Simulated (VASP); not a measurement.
B3As2:

```
B As
1.0
     4.54358    0.00000    0.00000
    -2.27179    3.93485    0.00000
     0.00000    0.00000    4.71354
B As
3 2
Cartesian
  0.0000 0.0000 0.7970
  0.0000 0.0000 3.9165
  0.0000 0.0000 2.3568
  0.0000 2.6232 0.0000
  2.2718 1.3116 0.0000
```

```yaml
Program: VASP 6.6.1
Task: relaxation of cell and atoms
Functional: PBE
Potentials_or_basis: VASP PAW PBE potentials, release 64 (B, As)
Cutoff: 600 eV
k_mesh: 12 × 12 × 8
Occupations: gaussian, width 0.1 eV
Spin: no spin polarisation
```

At the start: pressure 1.2 GPa; volume 16.85 Å³/atom.

**Question.** Where does the relaxation end?

**Answer.** Over 5 steps the energy falls by 2.4 meV/atom and the volume is 17.18 Å³/atom (+1.9 %); space group P6/mmm (No. 191, to 0.05 Å).

The path:
```
step  energy change (eV)  largest force (eV/Å)  pressure (GPa)  volume (Å³)
   1              0.0000                0.4144            1.17        84.27
   2              0.0008                0.9847            0.19        85.78
   3             -0.0084                0.2527            0.66        85.01
   4             -0.0116                0.1153           -0.22        86.28
   5             -0.0122                0.0047            0.03        85.90
```

Final structure:
```
B As
1.0
     4.58902    0.00000    0.00000
    -2.29451    3.97421    0.00000
     0.00000    0.00000    4.71008
B As
3 2
Direct
  0.00000 0.00000 0.16767
  0.00000 0.00000 0.83233
  0.00000 0.00000 0.50000
  0.33333 0.66667 0.00000
  0.66667 0.33333 0.00000
```
